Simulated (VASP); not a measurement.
Wanted: the native input for a VASP 6.6.1 run.

```yaml
Task: single point
Functional: PBE
Potentials_or_basis: VASP PAW PBE potentials, release 64 (Si, Ge_d)
Cutoff: 520 eV
k_mesh: 12 × 12 × 4
Occupations: fermi-dirac, width 0.02 eV
Spin: no spin polarisation
Dipole_correction: no
Further_INCAR_settings: ALGO = Normal; EDIFF = 1e-06; NBANDS = 31
```

The structure of Si2Ge lies in POSCAR:

```
Si2Ge
1.0
    3.8969368921      0.0000000000      0.0000000000
   -1.9484684460      3.3748463455      0.0000000000
    0.0000000000      0.0000000000      9.5430829703
Si Ge
4 2
Direct
    0.0000000000      0.0000000000     -0.0034274485
    0.6666666667      0.3333333333      0.6699078410
    0.3333333333      0.6666666667      0.3334685265
    0.6666666667      0.3333333333      0.9165511053
    0.3333333333      0.6666666667      0.5847586951
    0.0000000000      0.0000000000      0.2487412805
```

One way to write it, as run:

INCAR

```
ALGO = Normal ; EDIFF = 1E-6
ENCUT = 520 ; GGA = PE
ISIF = 2 ; ISMEAR = -1
LASPH = True ; LCHARG = False
LREAL = False ; LWAVE = False
NBANDS = 31 ; NELM = 100
PREC = Accurate ; SIGMA = 0.02
```

KPOINTS

```
k-points
0
Gamma
  12 12 4
```

Potentials or basis: VASP PAW PBE potentials, release 64 (Si, Ge_d).

The run is started by

```bash
$ cat potpaw_PBE.64/Si/POTCAR potpaw_PBE.64/Ge_d/POTCAR > POTCAR
$ mpirun -np 1 vasp_std > vasp.out
```

It gave:

* Pressure: 1.9 GPa
* Largest force: 0.075 eV/Å
* Band gap on the k mesh: 0.58 eV (least direct gap 1.23 eV)

Wall time 3.3 min on 1 thread of Intel(R) Xeon(R) Platinum 8488C (Sapphire Rapids), with other jobs on the host, peak memory 0.38 GiB.
